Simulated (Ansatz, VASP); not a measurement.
# Zr: VASP beside Ansatz

```xyz
1
Lattice="-1.5898 1.5898 2.4186 1.5898 -1.5898 2.4186 1.5898 1.5898 -2.4186" Properties=species:S:1:pos:R:3 pbc="T T T"
Zr    0.0000    0.0000    0.0000
```

Alike in both runs: task relaxation of cell and atoms; functional PBEsol; k mesh 8 × 8 × 8; occupations gaussian, width 0.1 eV; no spin polarisation.

```csv
,VASP,Ansatz
version,VASP 6.6.1,Ansatz 0.2.0
potentials or method,"VASP PAW PBE potentials, release 64 (Zr_sv), cutoff 500 eV","scalar-relativistic, plane waves, PAW"
valence electrons in the cell,12,12
```

```csv
,VASP,Ansatz,Ansatz less VASP
"gap on the k mesh at the Fermi level, each at its own relaxed structure (eV)",none,none,-
relaxed volume (Å³/atom),22.18,22.14,-0.042
relaxed cell length with the largest relative difference (Å),3.154,3.156,+0.0022
```

VASP's potentials were made for PBE, not for PBEsol. A gap of «none» marks a metal or a gap that the smearing closes.
